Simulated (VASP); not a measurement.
Input of a VASP 6.6.1 run:

POSCAR

```
Mo
1.0
    0.0000000000      1.9395086539      1.9395086539
    1.9395086539      0.0000000000      1.9395086539
    1.9395086539      1.9395086539      0.0000000000
Mo
1
Direct
    0.0000000000      0.0000000000      0.0000000000
```

Contents of INCAR.step1:

```
SYSTEM = Mo
PREC = Accurate ; ENCUT = 520
ISMEAR = -1 ; SIGMA = 0.1
LREAL = .FALSE. ; LASPH = .TRUE.
NELM = 60 ; NBANDS = 13
GGA = PE ; ALGO = Normal
EDIFF = 1E-4 ; LWAVE = .TRUE.
LCHARG = .FALSE.
```

The input INCAR.step2:

```
SYSTEM = Mo
PREC = Accurate ; ENCUT = 520
EDIFF = 1E-7 ; ISMEAR = -1
SIGMA = 0.1 ; LREAL = .FALSE.
LASPH = .TRUE. ; NELM = 60
ALGO = Normal ; ISIF = 2
LWAVE = .FALSE. ; LCHARG = .FALSE.
METAGGA = R2SCAN ; LMIXTAU = .TRUE.
NBANDS = 13 ; ISTART = 1
```

File KPOINTS:

```
Automatic mesh
0
G
  15 15 15
  0 0 0
```

Potentials or basis: VASP PAW PBE potentials, release 64 (Mo_sv).

Run with:

```sh
$ cat potpaw_PBE.64/Mo_sv/POTCAR > POTCAR
$ cp INCAR.step1 INCAR
$ mpirun -np 1 vasp_std > vasp.out
$ cp INCAR.step2 INCAR
$ mpirun -np 1 vasp_std > vasp.out
```

(1) What does it give for the pressure?

(2) Predict the band gap on the k mesh.

Answers

(1) 26.4 GPa.

(2) zero (band 7 reaches 17.84 eV, above the bottom of band 8 at 12.33 eV).

Caveat: the PAW data sets were made with another functional, which shifts forces and pressure a little.
